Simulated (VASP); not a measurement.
The system is PtSe.

```
CELL_PARAMETERS angstrom
0.00000 3.03745 3.03745
3.03745 0.00000 3.03745
3.03745 3.03745 0.00000
ATOMIC_POSITIONS crystal
Pt 0.00000 0.00000 0.00000
Se 0.25000 0.25000 0.25000
```

- Program: VASP 6.6.1
- Task: relaxation of cell and atoms
- Functional: r2SCAN
- Dispersion: D3(BJ)
- Potentials or basis: VASP PAW PBE potentials, release 64 (Pt, Se)
- Cutoff: 600 eV
- k mesh: 8 × 8 × 8
- Occupations: fermi-dirac, width 0.05 eV
- Spin: no spin polarisation

At the start: pressure -14.5 GPa; volume 28.02 Å³/atom.

Where does the relaxation end?

Over 7 steps the energy falls by 339.1 meV/atom and the volume is 22.15 Å³/atom (-21.0 %); space group F-43m (No. 216, to 0.05 Å).

The path:
```tsv
step	energy change (eV)	largest force (eV/Å)	pressure (GPa)	volume (Å³)
1	0.0000	0.0000	-14.48	56.05
2	-0.2267	0.0000	26.19	37.91
3	-0.6775	0.0000	-0.72	44.58
4	-0.6782	0.0000	-0.18	44.36
5	-0.6780	0.0000	0.37	44.15
6	-0.6780	0.0000	-0.39	44.45
7	-0.6782	0.0000	0.00	44.29
```

Final structure:
```
CELL_PARAMETERS angstrom
0.00000 2.80819 2.80819
2.80819 0.00000 2.80819
2.80819 2.80819 0.00000
ATOMIC_POSITIONS crystal
Pt 0.00000 0.00000 0.00000
Se 0.25000 0.25000 0.25000
```

Caveat: the volume moved by over 15 % at a fixed basis, so the end points are rough; the PAW data sets were made with another functional, which shifts forces and pressure a little; pairwise dispersion overbinds metals, which lowers pressure and volume.
